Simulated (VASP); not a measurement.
Runs of VASP 6.6.1 on Cu. The structure is that of space group Pm-3m (No. 221), or close to it. The cells are those of the table. 

| task | cell | cutoff (eV) | k mesh for the DOS | occupations for the DOS | gap on the mesh (eV) | pressure (GPa) |
| --- | --- | --- | --- | --- | --- | --- |
| single point | a = 2.172 Å, 1 atom | 600 | - | - | none | (a) |
| single point | a = 2.172 Å, 1 atom | 520 | - | - | none | 57.1 |
| relaxation of cell and atoms | relaxed from a = 2.303 Å, 1 atom | 600 | - | - | none | 0.0 |
| single point | a = 2.360 Å, 1 atom | 520 | - | - | none | 0.5 |
| single point | a = 2.075 Å, 1 atom | 520 | - | - | none | 123.2 |
| single point | a = 1.873 Å, 1 atom | 520 | - | - | none | 467.0 |
| single point | a = 1.968 Å, 1 atom | 520 | - | - | none | (b) |

Alike in all rows: level PBEsol; potentials or basis VASP PAW PBE potentials, release 64 (Cu); no spin polarisation; k mesh 18 × 18 × 18; smearing fermi-dirac 0.08 eV.

Problem. Fill in the values left out.

Solution. (a) 57.3; (b) 255.1.

Caveats: the PAW data sets were made with another functional, which shifts forces and pressure a little.

A gap of «none» marks levels without a gap at the run's occupations.
